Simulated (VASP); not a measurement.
# HfC (Fm-3m) in VASP: further runs, part 2 of 2

VASP 6.6.1. Earlier steps stand in the parts before.

## (4) Single point, LDA (volume scaled by 0.99)

INCAR reads:

```
ALGO     = Normal         # electronic algorithm
EDIFF    = 1E-6           # SCF threshold, eV
ENCUT    = 520            # plane-wave cutoff, eV
GGA      = CA             # functional
ISIF     = 2              # what is computed and relaxed
ISMEAR   = -1             # smearing method
LASPH    = T              # aspherical terms in the spheres
LCHARG   = T              # write CHGCAR
LELF     = T              # ELF
LREAL    = F              # projectors in reciprocal space
LVHAR    = T            
LWAVE    = F              # write WAVECAR
NBANDS   = 14             # bands
NELM     = 80             # most SCF steps
PREC     = Accurate       # precision mode
SIGMA    = 0.05           # smearing width, eV
```

KPOINTS reads:

```
k-points
0
Gamma
  12 12 12
```

POSCAR reads:

```
HfC
1.0
    0.0000000000      2.3172240222      2.3172240222
    2.3172240222      0.0000000000      2.3172240222
    2.3172240222      2.3172240222      0.0000000000
Hf C
1 1
Direct
    0.5000000000      0.5000000000      0.5000000000
    0.0000000000      0.0000000000      0.0000000000
```

Potentials or basis: VASP PAW LDA potentials, release 64 (Hf_pv, C).

Command:

```console
$ cat potpaw_LDA.64/Hf_pv/POTCAR potpaw_LDA.64/C/POTCAR > POTCAR
$ mpirun -np 1 vasp_std > vasp.out
```

OUTCAR:

```text
EDIFF = 1E-6
   ENCUT = 520
   GGA = CA
   ISIF = 2
   ISMEAR = -1
   LASPH = T
   LREAL = F
   NELM = 80
   PREC = Accurate

 ion  position               nearest neighbor table
   1  0.500  0.500  0.500-   2 2.32   2 2.32   2 2.32   2 2.32   2 2.32   2 2.32
   2  0.000  0.000  0.000-   1 2.32   1 2.32   1 2.32   1 2.32   1 2.32   1 2.32

  LATTYP: Found a face centered cubic cell.
 ALAT       =     4.6344480444

  Lattice vectors:

 A1 = (   0.0000000000,   2.3172240222,   2.3172240222)
 A2 = (   2.3172240222,   0.0000000000,   2.3172240222)
 A3 = (   2.3172240222,   2.3172240222,   0.0000000000)

Analysis of symmetry for initial positions (statically):
=====================================================================
 Subroutine PRICEL returns:
 Original cell was already a primitive cell.

 Routine SETGRP: Setting up the symmetry group for a
 face centered cubic supercell.

 Subroutine GETGRP returns: Found 48 space group operations
 (whereof 48 operations were pure point group operations)
 out of a pool of 48 trial point group operations.

The static configuration has the point symmetry O_h .

Analysis of symmetry for dynamics (positions and initial velocities):
=====================================================================
 Subroutine PRICEL returns:
 Original cell was already a primitive cell.

 Routine SETGRP: Setting up the symmetry group for a
 face centered cubic supercell.

 Subroutine GETGRP returns: Found 48 space group operations
 (whereof 48 operations were pure point group operations)
 out of a pool of 48 trial point group operations.

The dynamic configuration has the point symmetry O_h .

 Subroutine INISYM returns: Found 48 space group operations
 (whereof 48 operations are pure point group operations),
 and found     1 'primitive' translations

----------------------------------------------------------------------------------------

                                     Primitive cell

  volume of cell :      24.8848

  direct lattice vectors                    reciprocal lattice vectors
     0.000000000  2.317224022  2.317224022    -0.215775426  0.215775426  0.215775426
     2.317224022  0.000000000  2.317224022     0.215775426 -0.215775426  0.215775426
     2.317224022  2.317224022  0.000000000     0.215775426  0.215775426 -0.215775426

  length of vectors
     3.277049639  3.277049639  3.277049639     0.373734000  0.373734000  0.373734000

  position of ions in fractional coordinates (direct lattice)
     0.500000000  0.500000000  0.500000000
     0.000000000  0.000000000  0.000000000

  ion indices of the primitive-cell ions
   primitive index   ion index
                 1           1
                 2           2

----------------------------------------------------------------------------------------

 KPOINTS: k-points

Automatic generation of k-mesh.
 Grid dimensions read from file:
 generate k-points for:   12   12   12

 Generating k-lattice:

  Cartesian coordinates                     Fractional coordinates (reciprocal lattice)
    -0.017981285  0.017981285  0.017981285     0.083333333  0.000000000  0.000000000
[... 39 lines left out ...]
 -0.416667  0.166667  0.000000     24.000000
 [... further k-points ...]
   k-points           NKPTS =     72   k-points in BZ     NKDIM =     72   number of bands    NBANDS=     14
   number of dos      NEDOS =    301   number of ions     NIONS =      2
   total plane-waves  NPLWV =  13824
   dimension x,y,z NGX =    24 NGY =   24 NGZ =   24
   dimension x,y,z NGXF=    48 NGYF=   48 NGZF=   48
   ions per type =               1   1
   NGX,Y,Z   is equivalent  to a cutoff of  12.18, 12.18, 12.18 a.u.
   NGXF,Y,Z  is equivalent  to a cutoff of  24.35, 24.35, 24.35 a.u.
 SYSTEM =  unknown system
   PREC   = accura    normal or accurate (medium, high low for compatibility)
   ISTART =      0    job   : 0-new  1-cont  2-samecut
   ICHARG =      2    charge: 1-file 2-atom 10-const
   ISPIN  =      1    spin polarized calculation?
   LNONCOLLINEAR =      F non collinear calculations
   LSORBIT =      F    spin-orbit coupling
   LASPH  =      T    aspherical Exc in radial PAW
   ENCUT  =  520.0 eV  38.22 Ry    6.18 a.u.   6.09  6.09  6.09*2*pi/ulx,y,z
   NELM   =     80;   NELMIN=  2; NELMDL= -5     # of ELM steps
   EDIFF  = 0.1E-05   stopping-criterion for ELM
   LREAL  =      F    real-space projection
   EDIFFG = 0.1E-04   stopping-criterion for IOM
   NSW    =      0    number of steps for IOM
   IBRION =     -1    ionic relax: 0-MD 1-quasi-New 2-CG
   NFREE  =      0    steps in history (QN), initial steepest desc. (CG)
   ISIF   =      2    stress and relaxation
   ISYM   =      2    0-nonsym 1-usesym 2-fastsym
   POTIM  = 0.5000    time-step for ionic-motion
   TEBEG  =    0.0;   TEEND  =   0.0 temperature during run
   PSTRESS=    0.0 pullay stress
   NELECT =      14.0000    total number of electrons
   NUPDOWN=      -1.0000    fix difference up-down
   EMIN   =  10.00;   EMAX   =-10.00  energy-range for DOS
   EFERMI =   0.00;   METHOD = LEGACY
   ISMEAR =    -1;   SIGMA  =   0.05  broadening in eV -4-tet -1-fermi 0-gaus
   EFERMI_NEDOS =   21; number of points for ismear=-14 and -15
   IALGO  =     38    algorithm
   IMIX   =      4    mixing-type and parameters
     AMIX     =   0.40;   BMIX     =  1.00
     AMIX_MAG =   1.60;   BMIX_MAG =  1.00
  volume/ion in A,a.u.               =      12.44        83.97
  Fermi-wavevector in a.u.,A,eV,Ry     =   1.351469  2.553906 24.850620  1.826469
  Thomas-Fermi vector in A             =   2.478888
   LORBIT       =      0    0 simple, 1 ext, 2 COOP (PROOUT), +10 PAW based schemes
   GGA     = CA    functional components
   LHFCALC =     F    Hartree Fock is set to
   AEXX    =    0.0000 exact exchange contribution
   IVDW    =     0    specifies the selected vdW correction
   LEPSILON=     F    determine dielectric tensor
   LRPA    =     F    only Hartree local field effects (RPA)
 non-spin polarized calculation
  energy-cutoff  :      520.00
  volume of cell :       24.88
 maximum number of plane-waves:       692
   NGX = 13   NGY = 13   NGZ = 13

 number of electron      14.0000001 magnetization

 Free energy of the ion-electron system (eV)
  ---------------------------------------------------
  ext. energy  EPLUGINS =         0.00000000
  ---------------------------------------------------
  free energy    TOTEN  =       -22.86830164 eV

  energy without entropy =      -22.86588890  energy(sigma->0) =      -22.86709527

 E-fermi :   5.9529     XC(G=0): -12.5370

 val. band max:        5.8898894616   @ k =   0.5000   0.5000   0.0000
 cond. band min:       6.0036294810   @ k =   0.4167   0.3333   0.0000
 fundamental gap:      0.1137400195
 Fermi energy:         5.9528825940

 k-point     1 :       0.0000    0.0000    0.0000
  band No.  band energies     occupation
      1     -23.4263      2.00000
      2     -23.4263      2.00000
      3     -23.4263      2.00000
      4      -6.2659      2.00000
      5       6.9591      0.00000
      6       6.9591      0.00000
      7       6.9591      0.00000
      8       7.2306      0.00000
      9       7.2306      0.00000
     10       7.2306      0.00000
     11       9.2802      0.00000
     12       9.2802      0.00000
     13      12.9985      0.00000
     14      17.0002      0.00000
[... 377 lines left out ...]
      1     -24.0729      2.00000
      2     -23.6309      2.00000
      3     -23.5260      2.00000
      4      -2.8091      2.00000
      5       0.4837      2.00000
      6       3.1427      2.00000
      7       3.2051      2.00000
      8      10.1268      0.00000
      9      10.8921      0.00000
     10      11.1271      0.00000
     11      14.6500      0.00000
     12      16.0652      0.00000
     13      16.9060      0.00000
     14      18.8110      0.00000

 [... further k-points ...]

------------------------ aborting loop because EDIFF is reached ----------------------------------------

  FORCE on cell =-STRESS in cart. coord.  units (eV):
  Direction    XX          YY          ZZ          XY          YZ          ZX
  --------------------------------------------------------------------------------------
  -------------------------------------------------------------------------------------
  Total       -1.4476715     -1.4476715     -1.4476715      0.0000000     -0.0000000      0.0000000
  in kB      -93.2065725    -93.2065725    -93.2065725      0.0000000     -0.0000000      0.0000000
  external PRESSURE =     -93.2065725 kB  Pullay stress =       0.0000000 kB

 VOLUME and BASIS-vectors are now :
 -----------------------------------------------------------------------------
  energy-cutoff  :      520.00
  volume of cell :       24.88
      direct lattice vectors                 reciprocal lattice vectors
     0.000000000  2.317224022  2.317224022    -0.215775426  0.215775426  0.215775426
     2.317224022  0.000000000  2.317224022     0.215775426 -0.215775426  0.215775426
     2.317224022  2.317224022  0.000000000     0.215775426  0.215775426 -0.215775426

 POSITION                                       TOTAL-FORCE (eV/Angst)
 -----------------------------------------------------------------------------------
      2.31722      2.31722      2.31722        -0.000000     -0.000000     -0.000000
      0.00000      0.00000      0.00000         0.000000      0.000000      0.000000
 -----------------------------------------------------------------------------------
    total drift:                                0.000000     -0.000000      0.000000

  FREE ENERGIE OF THE ION-ELECTRON SYSTEM (eV)
  ---------------------------------------------------
  free  energy   TOTEN  =       -22.8683016417 eV

  energy  without entropy=      -22.8658888978  energy(sigma->0) =      -22.86709527
```

It took 40 s on 1 thread of AMD EPYC 7R13, shared host; peak memory 0.12 GiB.

What came out:

```yaml
Free_energy: -22.8683 eV
Pressure: -9.3 GPa
Band_gap_on_the_k_mesh: zero (band 7 reaches 6.96 eV, above the bottom of band 8 at 5.52 eV)
```

Caveat: spin-orbit coupling is left out, which moves the levels of the heavy elements.

## (5) Overview

| cell | gap on the mesh (eV) | pressure (GPa) |
| --- | --- | --- |
| a = 3.244 Å, angles 60.0°, 2 atoms | none | -1.8 |
| a = 3.266 Å, angles 60.0°, 2 atoms | none | -6.9 |
| a = 3.277 Å, angles 60.0°, 2 atoms | none | -9.3 |

Alike in all rows: task single point; level LDA; potentials or basis VASP PAW LDA potentials, release 64 (Hf_pv, C); no spin polarisation; k mesh 12 × 12 × 12; cutoff (eV) 520; smearing fermi-dirac 0.05 eV.

Caveats: spin-orbit coupling is left out, which moves the levels of the heavy elements.

Absolute energies hang on the potentials; compare differences alone.
